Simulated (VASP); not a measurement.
# Sb (P2_1/m) in VASP: notebook

The runs below take Sb through single point, with PBE.

Everything below comes from runs of VASP 6.6.1. Logs are shortened: lines on timing, memory, paths and dates and some standing lists are left out, and cuts for length are marked.

## 1. The cell of the first run

Symmetry: P2_1/m, No. 11, monoclinic system. The conventional cell has a = 3.122 Å, b = 4.348 Å, c = 4.406 Å, α = 90.00°, β = 90.51°, γ = 90.00°. Sb (site symmetry m) has 6 Sb at 3.04 to 3.15 Å within 4.0 Å.

## 2. Single point, PBE

File INCAR:

```
SYSTEM = Sb
PREC     = Accurate       ! precision mode
ENCUT    = 520            ! plane-wave cutoff, eV
EDIFF    = 1E-6           ! SCF threshold, eV
ISMEAR   = 0              ! smearing method
SIGMA    = 0.1            ! smearing width, eV
LREAL    = .FALSE.        ! projectors in reciprocal space
LASPH    = .TRUE.         ! aspherical terms in the spheres
NELM     = 60             ! most SCF steps
ALGO     = Normal         ! electronic algorithm
ISIF     = 2              ! what is computed and relaxed
LWAVE    = .FALSE.        ! write WAVECAR
LCHARG   = .FALSE.        ! write CHGCAR
GGA      = PE             ! functional
NBANDS   = 12             ! bands
```

File KPOINTS:

```
Automatic mesh
0
G
  3 1 1
  0 0 0
```

File POSCAR:

```
Sb
1.0
    3.1224020000      0.0000000000      0.0000000000
    0.0000000000      4.3475180000      0.0000000000
   -0.0389150000      0.0000000000      4.4058520000
Sb
2
Direct
    0.9886110000      0.7500000000      0.7588340000
    0.0113890000      0.2500000000      0.2411660000
```

Potentials or basis: VASP PAW PBE potentials, release 64 (Sb).

Command:

```bash
$ cat potpaw_PBE.64/Sb/POTCAR > POTCAR
$ mpirun -np 1 vasp_std > vasp.out
```

OUTCAR:

```text
SYSTEM = Sb
   PREC = Accurate
   ENCUT = 520
   EDIFF = 1E-6
   ISMEAR = 0
   LREAL = .FALSE.
   LASPH = .TRUE.
   NELM = 60
   ISIF = 2
   GGA = PE

 ion  position               nearest neighbor table
   1  0.989  0.750  0.759-   2 3.04   2 3.04   2 3.15   2 3.15
   2  0.011  0.250  0.241-   1 3.04   1 3.04   1 3.15   1 3.15

  LATTYP: Found a simple monoclinic cell.
 ALAT       =     3.1224020000
 B/A-ratio  =     1.3923633152
 C/A-ratio  =     1.4111007668
 COS(beta)  =    -0.0088322263

  Lattice vectors:

 A1 = (   3.1224020000,   0.0000000000,   0.0000000000)
 A2 = (   0.0000000000,   4.3475180000,   0.0000000000)
 A3 = (  -0.0389150000,   0.0000000000,   4.4058520000)

Analysis of symmetry for initial positions (statically):
=====================================================================
 Subroutine PRICEL returns:
 Original cell was already a primitive cell.

 Routine SETGRP: Setting up the symmetry group for a
 simple monoclinic supercell.

 Subroutine GETGRP returns: Found  4 space group operations
 (whereof  2 operations were pure point group operations)
 out of a pool of  4 trial point group operations.

The static configuration has the point symmetry S_2 .
 The point group associated with its full space group is C_2h.

Analysis of symmetry for dynamics (positions and initial velocities):
=====================================================================
 Subroutine PRICEL returns:
 Original cell was already a primitive cell.

 Routine SETGRP: Setting up the symmetry group for a
 simple monoclinic supercell.

 Subroutine GETGRP returns: Found  4 space group operations
 (whereof  2 operations were pure point group operations)
 out of a pool of  4 trial point group operations.

The dynamic configuration has the point symmetry S_2 .
 The point group associated with its full space group is C_2h.

 Subroutine INISYM returns: Found  4 space group operations
 (whereof  2 operations are pure point group operations),
 and found     1 'primitive' translations

----------------------------------------------------------------------------------------

                                     Primitive cell

  volume of cell :      59.8081

  direct lattice vectors                    reciprocal lattice vectors
     3.122402000  0.000000000  0.000000000     0.320266257  0.000000000  0.002828774
     0.000000000  4.347518000  0.000000000     0.000000000  0.230016299  0.000000000
    -0.038915000  0.000000000  4.405852000     0.000000000  0.000000000  0.226970856

  length of vectors
     3.122402000  4.347518000  4.406023856     0.320278749  0.230016299  0.226970856

  position of ions in fractional coordinates (direct lattice)
     0.988611000  0.750000000  0.758834000
     0.011389000  0.250000000  0.241166000

  ion indices of the primitive-cell ions
   primitive index   ion index
                 1           1
                 2           2

----------------------------------------------------------------------------------------

 KPOINTS: Automatic mesh

Automatic generation of k-mesh.
 Grid dimensions read from file:
 generate k-points for:    3    1    1

 Generating k-lattice:

  Cartesian coordinates                     Fractional coordinates (reciprocal lattice)
     0.106755419  0.000000000  0.000942925     0.333333333  0.000000000  0.000000000
     0.000000000  0.230016299  0.000000000     0.000000000  1.000000000  0.000000000
     0.000000000  0.000000000  0.226970856     0.000000000  0.000000000  1.000000000

  Length of vectors
     0.106759583  0.230016299  0.226970856

  Shift w.r.t. Gamma in fractional coordinates (k-lattice)
     0.000000000  0.000000000  0.000000000

 Subroutine IBZKPT returns following result:
 ===========================================

 Found      2 irreducible k-points:

 Following reciprocal coordinates:
            Coordinates               Weight
  0.000000  0.000000  0.000000      1.000000
  0.333333  0.000000  0.000000      2.000000
   k-points           NKPTS =      2   k-points in BZ     NKDIM =      2   number of bands    NBANDS=     12
   number of dos      NEDOS =    301   number of ions     NIONS =      2
   total plane-waves  NPLWV =  27648
   dimension x,y,z NGX =    24 NGY =   32 NGZ =   36
   dimension x,y,z NGXF=    48 NGYF=   64 NGZF=   72
   ions per type =               2
   NGX,Y,Z   is equivalent  to a cutoff of  12.78, 12.24, 13.58 a.u.
   NGXF,Y,Z  is equivalent  to a cutoff of  25.56, 24.47, 27.17 a.u.
 SYSTEM =  Sb
   PREC   = accura    normal or accurate (medium, high low for compatibility)
   ISTART =      0    job   : 0-new  1-cont  2-samecut
   ICHARG =      2    charge: 1-file 2-atom 10-const
   ISPIN  =      1    spin polarized calculation?
   LNONCOLLINEAR =      F non collinear calculations
   LSORBIT =      F    spin-orbit coupling
   LASPH  =      T    aspherical Exc in radial PAW
   ENCUT  =  520.0 eV  38.22 Ry    6.18 a.u.   5.81  8.08  8.19*2*pi/ulx,y,z
   NELM   =     60;   NELMIN=  2; NELMDL= -5     # of ELM steps
   EDIFF  = 0.1E-05   stopping-criterion for ELM
   LREAL  =      F    real-space projection
   EDIFFG = 0.1E-04   stopping-criterion for IOM
   NSW    =      0    number of steps for IOM
   IBRION =     -1    ionic relax: 0-MD 1-quasi-New 2-CG
   NFREE  =      0    steps in history (QN), initial steepest desc. (CG)
   ISIF   =      2    stress and relaxation
   ISYM   =      2    0-nonsym 1-usesym 2-fastsym
   POTIM  = 0.5000    time-step for ionic-motion
   TEBEG  =    0.0;   TEEND  =   0.0 temperature during run
   PSTRESS=    0.0 pullay stress
   NELECT =      10.0000    total number of electrons
   NUPDOWN=      -1.0000    fix difference up-down
   EMIN   =  10.00;   EMAX   =-10.00  energy-range for DOS
   EFERMI =   0.00;   METHOD = LEGACY
   ISMEAR =     0;   SIGMA  =   0.10  broadening in eV -4-tet -1-fermi 0-gaus
   EFERMI_NEDOS =   21; number of points for ismear=-14 and -15
   IALGO  =     38    algorithm
   IMIX   =      4    mixing-type and parameters
     AMIX     =   0.40;   BMIX     =  1.00
     AMIX_MAG =   1.60;   BMIX_MAG =  1.00
  volume/ion in A,a.u.               =      29.90       201.80
  Fermi-wavevector in a.u.,A,eV,Ry     =   0.901893  1.704330 11.067117  0.813410
  Thomas-Fermi vector in A             =   2.025029
   LORBIT       =      0    0 simple, 1 ext, 2 COOP (PROOUT), +10 PAW based schemes
   GGA     = PE    functional components
   LHFCALC =     F    Hartree Fock is set to
   AEXX    =    0.0000 exact exchange contribution
   IVDW    =     0    specifies the selected vdW correction
   LEPSILON=     F    determine dielectric tensor
   LRPA    =     F    only Hartree local field effects (RPA)
 non-spin polarized calculation
 Gauss-broadening in eV      SIGMA  =   0.10
  energy-cutoff  :      520.00
  volume of cell :       59.81
 maximum number of plane-waves:      1616
 NGX is ok and might be reduce to    24
   NGX = 11   NGY = 17   NGZ = 17

 number of electron      10.0000000 magnetization

 number of electron       9.9999999 magnetization

 Free energy of the ion-electron system (eV)
  ---------------------------------------------------
  ext. energy  EPLUGINS =         0.00000000
  ---------------------------------------------------
  free energy    TOTEN  =        -7.06288167 eV

  energy without entropy =       -7.02526903  energy(sigma->0) =       -7.04407535

 E-fermi :   7.9942     XC(G=0):  -9.4014

 val. band max:        7.9941802822   @ k =   0.3333   0.0000   0.0000
 cond. band min:       9.5451945654   @ k =   0.0000   0.0000   0.0000
 fundamental gap:      1.5510142832
 Fermi energy:         7.9941802822

 k-point     1 :       0.0000    0.0000    0.0000
  band No.  band energies     occupation
      1      -5.0316      2.00000
      2       0.1083      2.00000
      3       3.6893      2.00000
      4       3.8160      2.00000
      5       9.5452      0.00000
      6      10.4389      0.00000
      7      10.6185      0.00000
      8      10.7717      0.00000
      9      14.0722      0.00000
     10      14.2414      0.00000
     11      14.7493      0.00000
     12      15.7524      0.00000

 k-point     2 :       0.3333    0.0000    0.0000
  band No.  band energies     occupation
      1      -3.5676      2.00000
      2       1.7033      2.00000
      3       3.5570      2.00000
      4       4.9542      2.00000
      5       5.0768      2.00000
      6       7.9942      1.00000
      7      10.9947      0.00000
      8      11.9223      0.00000
      9      12.0866      0.00000
     10      13.3724      0.00000
     11      13.5183      0.00000
     12      15.4554      0.00000

------------------------ aborting loop because EDIFF is reached ----------------------------------------

  FORCE on cell =-STRESS in cart. coord.  units (eV):
  Direction    XX          YY          ZZ          XY          YZ          ZX
  --------------------------------------------------------------------------------------
  -------------------------------------------------------------------------------------
  Total        3.4518332      5.5945780      5.6601218      0.0000000      0.0000000     -0.0407504
  in kB       92.4698745    149.8710700    151.6268983      0.0000000      0.0000000     -1.0916473
  external PRESSURE =     131.3226143 kB  Pullay stress =       0.0000000 kB

 VOLUME and BASIS-vectors are now :
 -----------------------------------------------------------------------------
  energy-cutoff  :      520.00
  volume of cell :       59.81
      direct lattice vectors                 reciprocal lattice vectors
     3.122402000  0.000000000  0.000000000     0.320266257  0.000000000  0.002828774
     0.000000000  4.347518000  0.000000000     0.000000000  0.230016299  0.000000000
    -0.038915000  0.000000000  4.405852000     0.000000000  0.000000000  0.226970856

 POSITION                                       TOTAL-FORCE (eV/Angst)
 -----------------------------------------------------------------------------------
      3.05731      3.26064      3.34331         0.163574      0.000000     -0.546009
      0.02618      1.08688      1.06254        -0.163574      0.000000      0.546009
 -----------------------------------------------------------------------------------
    total drift:                               -0.000000      0.000000      0.000000

  FREE ENERGIE OF THE ION-ELECTRON SYSTEM (eV)
  ---------------------------------------------------
  free  energy   TOTEN  =        -7.0628816659 eV

  energy  without entropy=       -7.0252690270  energy(sigma->0) =       -7.04407535
```

Run time: 4.5 s. Hardware: 1 thread of Intel Xeon Platinum 8259CL at 2.50GHz (Skylake/Cascade Lake), shared host; peak memory 0.15 GiB.

Results:

```
Free energy            : -7.0629 eV
Pressure               : 13.1 GPa
Largest force          : 0.570 eV/Å
Band gap on the k mesh : zero (band 5 reaches 9.55 eV, above the bottom of band 6 at 7.99 eV)
```

Forces in eV/Å, atoms in the order of the input:
```
Sb   0.164  0.000 -0.546
Sb  -0.164  0.000  0.546
```

Caveat: the k points lie up to 1.45 Å⁻¹ apart; spin-orbit coupling is left out, which moves the levels of the heavy elements.

## 3. Single point, PBE

File INCAR:

```
PREC     = Accurate       # precision mode
ENCUT    = 520            # plane-wave cutoff, eV
EDIFF    = 1E-6           # SCF threshold, eV
ISMEAR   = 0              # smearing method
SIGMA    = 0.1            # smearing width, eV
LREAL    = False          # projectors in reciprocal space
LASPH    = True           # aspherical terms in the spheres
NELM     = 80             # most SCF steps
ALGO     = Normal         # electronic algorithm
ISIF     = 2              # what is computed and relaxed
LWAVE    = False          # write WAVECAR
LCHARG   = False          # write CHGCAR
GGA      = PE             # functional
NBANDS   = 12             # bands
```

File KPOINTS:

```
regular mesh
0
Gamma
  6 4 4
```

POSCAR is that of step 2.

Potentials or basis: VASP PAW PBE potentials, release 64 (Sb).

Command:

```bash
$ cat potpaw_PBE.64/Sb/POTCAR > POTCAR
$ mpirun -np 1 vasp_std > vasp.out
```

OUTCAR:

```text
PREC = Accurate
   ENCUT = 520
   EDIFF = 1E-6
   ISMEAR = 0
   LREAL = False
   LASPH = True
   NELM = 80
   ISIF = 2
   GGA = PE

 ion  position               nearest neighbor table
   1  0.989  0.750  0.759-   2 3.04   2 3.04   2 3.15   2 3.15
   2  0.011  0.250  0.241-   1 3.04   1 3.04   1 3.15   1 3.15

  LATTYP: Found a simple monoclinic cell.
 ALAT       =     3.1224020000
 B/A-ratio  =     1.3923633152
 C/A-ratio  =     1.4111007668
 COS(beta)  =    -0.0088322263

  Lattice vectors:

[... 542 lines left out ...]
      7      10.1493      0.00000
      8      11.6412      0.00000
      9      12.6410      0.00000
     10      14.9135      0.00000
     11      15.4992      0.00000
     12      16.9283      0.00000

 [... further k-points ...]
[... 5 lines left out ...]
  --------------------------------------------------------------------------------------
  -------------------------------------------------------------------------------------
  Total       -1.2276722      1.1120066      0.9747520      0.0000000      0.0000000      0.0136371
  in kB      -32.8876551     29.7891315     26.1122693      0.0000000      0.0000000      0.3653204
  external PRESSURE =       7.6712486 kB  Pullay stress =       0.0000000 kB

 VOLUME and BASIS-vectors are now :
 -----------------------------------------------------------------------------
  energy-cutoff  :      520.00
  volume of cell :       59.81
      direct lattice vectors                 reciprocal lattice vectors
     3.122402000  0.000000000  0.000000000     0.320266257  0.000000000  0.002828774
     0.000000000  4.347518000  0.000000000     0.000000000  0.230016299  0.000000000
    -0.038915000  0.000000000  4.405852000     0.000000000  0.000000000  0.226970856

 POSITION                                       TOTAL-FORCE (eV/Angst)
 -----------------------------------------------------------------------------------
      3.05731      3.26064      3.34331         0.029692      0.000000     -0.064613
      0.02618      1.08688      1.06254        -0.029692     -0.000000      0.064613
 -----------------------------------------------------------------------------------
    total drift:                               -0.000000      0.000000      0.000000

  FREE ENERGIE OF THE ION-ELECTRON SYSTEM (eV)
  ---------------------------------------------------
  free  energy   TOTEN  =        -8.2105698807 eV

  energy  without entropy=       -8.2065067156  energy(sigma->0) =       -8.20853830
```

OSZICAR:

```text
N       E                     dE             d eps       ncg     rms          rms(c)
DAV:   1     0.338872442844E+02    0.33887E+02   -0.35063E+03  1008   0.656E+02
DAV:   2    -0.636712970268E+01   -0.40254E+02   -0.38866E+02  1368   0.104E+02
DAV:   3    -0.818553961515E+01   -0.18184E+01   -0.17832E+01  1256   0.245E+01
DAV:   4    -0.820211207994E+01   -0.16572E-01   -0.16556E-01  1136   0.274E+00
DAV:   5    -0.820229687915E+01   -0.18480E-03   -0.18480E-03  1212   0.324E-01    0.274E+00
DAV:   6    -0.820714755187E+01   -0.48507E-02   -0.12853E-03  1144   0.254E-01    0.163E+00
DAV:   7    -0.821043753408E+01   -0.32900E-02   -0.28683E-03  1080   0.376E-01    0.822E-02
DAV:   8    -0.821056217698E+01   -0.12464E-03   -0.11992E-04  1204   0.738E-02    0.132E-02
DAV:   9    -0.821056855415E+01   -0.63772E-05   -0.69615E-06  1156   0.158E-02    0.309E-03
DAV:  10    -0.821056985362E+01   -0.12995E-05   -0.82762E-07  1004   0.511E-03    0.667E-04
DAV:  11    -0.821056988070E+01   -0.27078E-07   -0.66614E-08   620   0.162E-03
   1 F= -.82105699E+01 E0= -.82085383E+01  d E =-.406317E-02
```

Wall time 16 s (1 thread of Intel Xeon Platinum 8259CL at 2.50GHz (Skylake/Cascade Lake), shared host); peak memory 0.18 GiB.

What came out:

```yaml
Free_energy: -8.2106 eV
Pressure: 0.8 GPa
Largest_force: 0.071 eV/Å
Band_gap_on_the_k_mesh: zero (band 5 reaches 12.22 eV, above the bottom of band 6 at 3.63 eV)
```

Forces in eV/Å, atoms in the order of the input:
```
Sb   0.030  0.000 -0.065
Sb  -0.030  0.000  0.065
```

Caveat: the k points lie up to 0.36 Å⁻¹ apart; spin-orbit coupling is left out, which moves the levels of the heavy elements.

## 4. Single point, PBE

File INCAR:

```
PREC = Accurate ; ENCUT = 520
EDIFF = 1E-6 ; ISMEAR = 0
SIGMA = 0.1 ; LREAL = False
LASPH = True ; NELM = 80
ALGO = Normal ; ISIF = 2
LWAVE = False ; LCHARG = True
GGA = PE ; LELF = True
LVHAR = True ; NBANDS = 12
NELECT = 10.1
```

KPOINTS is that of step 3.

POSCAR is that of step 3.

Command:

```bash
$ cat potpaw_PBE.64/Sb/POTCAR > POTCAR
$ mpirun -np 1 vasp_std > vasp.out
```

Wall time 17 s (1 thread of Intel Xeon Platinum 8259CL at 2.50GHz (Skylake/Cascade Lake), shared host); peak memory 0.18 GiB.

It converged, with:

```yaml
Free_energy: -7.4935 eV
Largest_force: 0.060 eV/Å
```

Forces on the atoms (eV/Å):
```
Sb   0.036  0.000 -0.048
Sb  -0.036  0.000  0.048
```

Levels at points of the mesh, in eV from the Fermi level:
| k point | band 2 | band 3 | band 4 | band 5 | band 6 | band 7 | band 8 | band 9 |
| --- | --- | --- | --- | --- | --- | --- | --- | --- |
| (0.00, 0.00, 0.00) | -7.49 | -3.76 | -3.63 | 1.91 | 2.90 | 3.13 | 3.27 | 6.50 |
| (0.50, 0.00, 0.00) | -5.78 | -4.69 | -1.90 | -1.77 | -1.71 | 4.34 | 4.62 | 4.63 |
| (0.00, 0.50, 0.00) | -10.77 | -1.62 | -1.62 | -1.04 | -1.04 | 4.59 | 4.59 | 7.97 |
| (0.50, 0.50, 0.00) | -8.38 | -4.11 | -4.11 | 0.34 | 0.34 | 1.33 | 1.33 | 5.35 |
| (0.00, 0.00, 0.50) | -10.58 | -1.72 | -1.19 | -1.07 | -0.91 | 4.37 | 4.76 | 7.63 |
| (0.50, 0.00, 0.50) | -8.18 | -4.29 | -3.98 | 0.19 | 0.77 | 1.35 | 1.45 | 5.31 |
| (0.00, 0.50, 0.50) | -10.11 | -5.76 | -5.76 | 4.93 | 4.93 | 5.19 | 5.19 | 8.78 |
| (0.50, 0.50, 0.50) | -7.63 | -3.77 | -3.77 | -3.67 | -3.67 | 1.95 | 1.95 | 7.20 |

Caveat: the k points lie up to 0.36 Å⁻¹ apart; the cell carries a net charge on a neutralising background, which shifts energy and pressure; the cell is charged against a uniform background, so pressure and absolute levels hang on convention; spin-orbit coupling is left out, which moves the levels of the heavy elements.

[end of part 1 of 2]
